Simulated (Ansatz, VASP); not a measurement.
**BAs: VASP beside Ansatz**

```
B As
1.0
     0.00000    2.58327    2.58327
     2.58327    0.00000    2.58327
     2.58327    2.58327    0.00000
B As
1 1
Direct
  0.00000 0.00000 0.00000
  0.75000 0.75000 0.75000
```

Change from the starting cell: strain +0.080 along x and y, +0.080 along z, atoms carried along.

Alike in both runs: task single point; functional r2SCAN; k mesh 10 × 10 × 10; occupations gaussian, width 0.05 eV; no spin polarisation.

```csv
,VASP,Ansatz
version,VASP 6.6.1,Ansatz 0.2.0
potentials or method,"VASP PAW PBE potentials, release 64 (B, As), cutoff 520 eV","scalar-relativistic, plane waves, PAW"
valence electrons in the cell,8,18
```

```csv
,VASP,Ansatz,Ansatz less VASP
gap on the k mesh at the Fermi level (eV),1.57,1.57,-0.005
least direct gap on the mesh (eV),2.25,2.24,-0.010
pressure (GPa),-20.1,-20.0,+0.02
```

VASP's potentials were made for PBE, not for r2SCAN. VASP's potentials hold 8 valence electrons a cell and Ansatz's 18, so a difference there can come from the potentials and not from the codes.
